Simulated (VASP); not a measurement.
Write the native input for VASP 6.6.1 that does the following.

```
Task                   : single point
Functional             : PBEsol
Potentials or basis    : VASP PAW PBE potentials, release 64 (V_sv, Na_pv)
Cutoff                 : 520 eV
k mesh                 : 2 × 2 × 2
Occupations            : fermi-dirac, width 0.15 eV
Spin                   : no spin polarisation
Dipole correction      : no
Further INCAR settings : LREAL = Auto; ALGO = Normal; EDIFF = 1e-06; NBANDS = 122
```

The structure of NaV16 (a cell with a defect) lies in POSCAR:

```
NaV16
1.0
    6.0400000000      0.0000000000      0.0000000000
    0.0000000000      6.0400000000      0.0000000000
    0.0000000000      0.0000000000      6.0400000000
V Na
16 1
Direct
   -0.0198013245     -0.0255629139     -0.0006953642
    0.4534437086      0.0429801325      0.0245364238
   -0.0275165563      0.4712748344      0.0612417219
   -0.0120695364      0.0090066225      0.5240397351
    0.2112251656      0.2435761589      0.2949503311
    0.5420529801      0.4374006623      0.2169867550
    0.4741721854      0.0785761589      0.5226324503
    0.7640728477      0.1872516556      0.3048344371
   -0.0084437086      0.5340231788      0.4682947020
    0.2908609272      0.7865231788      0.2749834437
    0.1937086093      0.2376986755      0.7738245033
    0.5241721854      0.5358443709      0.5500331126
    0.7082615894      0.8183443709      0.2936092715
    0.7319701987      0.2918708609      0.8011258278
    0.2008940397      0.8316721854      0.7349006623
    0.6906788079      0.7952317881      0.7762582781
    0.3742715232      0.5680794702     -0.0922019868
```

The input as run:

INCAR

```
  PREC = Accurate
  ENCUT = 520
  EDIFF = 1E-6
  ISMEAR = -1
  SIGMA = 0.15
  LREAL = Auto
  LASPH = T
  NELM = 100
  ALGO = Normal
  ISIF = 2
  LWAVE = F
  LCHARG = F
  GGA = PS
  NBANDS = 122
```

KPOINTS

```
regular mesh
0
Gamma
  2 2 2
```

Potentials or basis: VASP PAW PBE potentials, release 64 (V_sv, Na_pv).

Launch:

```sh
$ cat potpaw_PBE.64/V_sv/POTCAR potpaw_PBE.64/Na_pv/POTCAR > POTCAR
$ mpirun -np 1 vasp_std > vasp.out
```

Results of the run:

* Pressure: 13.7 GPa
* Largest force: 2.427 eV/Å
* Band gap on the k mesh: zero (an odd number of electrons rules out a gap without spin polarisation)

Caveat: the k points lie up to 0.52 Å⁻¹ apart, too coarse for converged energies and pressures of a metal; atoms lie so close that the PAW spheres overlap strongly, which falsifies energies and pressures; the atoms stand as in a frame of molecular dynamics; the PAW data sets were made with another functional, which shifts forces and pressure a little.

Wall time 20 min on 1 thread of AMD EPYC 9755 128-Core Processor (shared host), peak memory 0.37 GiB.
